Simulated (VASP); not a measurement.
Here is a VASP 6.6.1 calculation.

Contents of INCAR:

```
ALGO = Normal
EDIFF = 1E-7
ENCUT = 520
GGA = PE
ISIF = 2
ISMEAR = 0
LASPH = T
LCHARG = F
LREAL = F
LWAVE = F
NBANDS = 49
NELM = 80
PREC = Accurate
SIGMA = 0.1
```

The input KPOINTS:

```
k-points
0
Gamma
  18 18 4
```

POSCAR

```
Ge5Pd
1.0
    3.0235448553      0.0000000000      0.0000000000
   -1.5117724277      2.6184666541      0.0000000000
    0.0000000000      0.0000000000     13.9945754966
Ge Pd
5 1
Direct
    0.6666666667      0.3333333333      0.8542212384
    0.0000000000      0.0000000000      0.6767917489
    0.6666666667      0.3333333333      0.5000000000
    0.0000000000      0.0000000000      0.3232082511
    0.6666666667      0.3333333333      0.1457787616
    0.0000000000      0.0000000000      0.0000000000
```

Potentials or basis: VASP PAW PBE potentials, release 64 (Ge_d, Pd).

The run is started by

```console
$ cat potpaw_PBE.64/Ge_d/POTCAR potpaw_PBE.64/Pd/POTCAR > POTCAR
$ mpirun -np 1 vasp_std > vasp.out
```

Predict the pressure.

0.0 GPa.

Estimate the largest force.

0.004 eV/Å.

What does it give for the band gap on the k mesh?

Zero (bands 40 and 41 overlap by 8.21 eV).

Forces on the atoms (eV/Å):
```
Ge   0.000  0.000 -0.004
Ge   0.000  0.000 -0.002
Ge   0.000  0.000  0.000
Ge   0.000  0.000  0.002
Ge   0.000  0.000  0.004
Pd   0.000  0.000  0.000
```
